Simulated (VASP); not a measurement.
Crystal: B3P2.

```
B P
1.0
     0.00000    3.58486    5.43957
     3.35023    0.00000    5.43957
     3.35023    3.58486    0.00000
B P
6 4
Direct
  0.71970 0.13330 0.28030
  0.86670 0.28030 0.13330
  0.28030 0.86670 0.71970
  0.13330 0.71970 0.86670
  0.85190 0.85190 0.14810
  0.14810 0.14810 0.85190
  0.71800 0.28200 0.71800
  0.28200 0.71800 0.28200
  0.25000 0.25000 0.25000
  0.75000 0.75000 0.75000
```

- Program: VASP 6.6.1
- Task: relaxation of cell and atoms
- Functional: PBE
- Potentials or basis: VASP PAW PBE potentials, release 64 (B, P)
- Cutoff: 600 eV
- k mesh: 4 × 4 × 4
- Occupations: gaussian, width 0.1 eV
- Spin: no spin polarisation

At the start: pressure -8.4 GPa; volume 13.07 Å³/atom.

Q: Where does the relaxation end?

A: Over 24 steps the energy falls by 359.5 meV/atom and the volume is 9.87 Å³/atom (-24.5 %); space group Fmmm (No. 69, to 0.1 Å) before and after.

The path:
| step | energy change (eV) | largest force (eV/Å) | pressure (GPa) | volume (Å³) |
| --- | --- | --- | --- | --- |
| 1 | 0.0000 | 1.6998 | -8.38 | 130.66 |
| 2 | -1.3562 | 1.1376 | -7.48 | 118.10 |
| 3 | -2.3076 | 1.1017 | -3.72 | 104.07 |
| 4 | -0.1561 | 1.3764 | 37.04 | 78.87 |
| 5 | -2.4188 | 1.1564 | -0.09 | 99.42 |
| 6 | -2.4422 | 1.1393 | 2.65 | 95.87 |
| 7 | -2.8874 | 0.6582 | -1.24 | 95.36 |
| 8 | -2.9702 | 0.6324 | -2.86 | 94.86 |
| 9 | -3.0880 | 1.0994 | 4.77 | 91.16 |
| 10 | -3.1197 | 0.9431 | 1.67 | 92.27 |
| 11 | -3.3314 | 0.5647 | 2.91 | 92.73 |
| 12 | -3.3339 | 0.6018 | 2.70 | 92.70 |
| 13 | -3.4783 | 0.4865 | 0.04 | 95.56 |
| 14 | -3.5304 | 0.4825 | -1.58 | 98.02 |
| 15 | -3.5582 | 0.4722 | 2.06 | 97.00 |
| 16 | -3.5774 | 0.1497 | 0.54 | 97.38 |
| 17 | -3.5840 | 0.1157 | -0.03 | 97.90 |
| 18 | -3.5843 | 0.1103 | -0.16 | 98.02 |
| 19 | -3.5879 | 0.1564 | 0.05 | 98.11 |
| 20 | -3.5879 | 0.1588 | 0.05 | 98.11 |
| 21 | -3.5919 | 0.1224 | 0.12 | 98.24 |
| 22 | -3.5938 | 0.0827 | 0.21 | 98.40 |
| 23 | -3.5948 | 0.0219 | -0.64 | 98.80 |
| 24 | -3.5950 | 0.0306 | -0.38 | 98.67 |

Final structure:
```yaml
crystal:
  lattice:
    - [0.00000, 3.27543, 5.22842]
    - [2.88090, 0.00000, 5.22842]
    - [2.88090, 3.27543, 0.00000]
  atoms:
    - { symbol: B, position: [0.65787, 0.17280, 0.34213] }
    - { symbol: B, position: [0.82720, 0.34213, 0.17280] }
    - { symbol: B, position: [0.34213, 0.82720, 0.65787] }
    - { symbol: B, position: [0.17280, 0.65787, 0.82720] }
    - { symbol: B, position: [0.82814, 0.82814, 0.17186] }
    - { symbol: B, position: [0.17186, 0.17186, 0.82814] }
    - { symbol: P, position: [0.69123, 0.30877, 0.69123] }
    - { symbol: P, position: [0.30877, 0.69123, 0.30877] }
    - { symbol: P, position: [0.25000, 0.25000, 0.25000] }
    - { symbol: P, position: [0.75000, 0.75000, 0.75000] }
```

Caveat: the volume moved by over 15 % at a fixed basis, so the end points are rough.
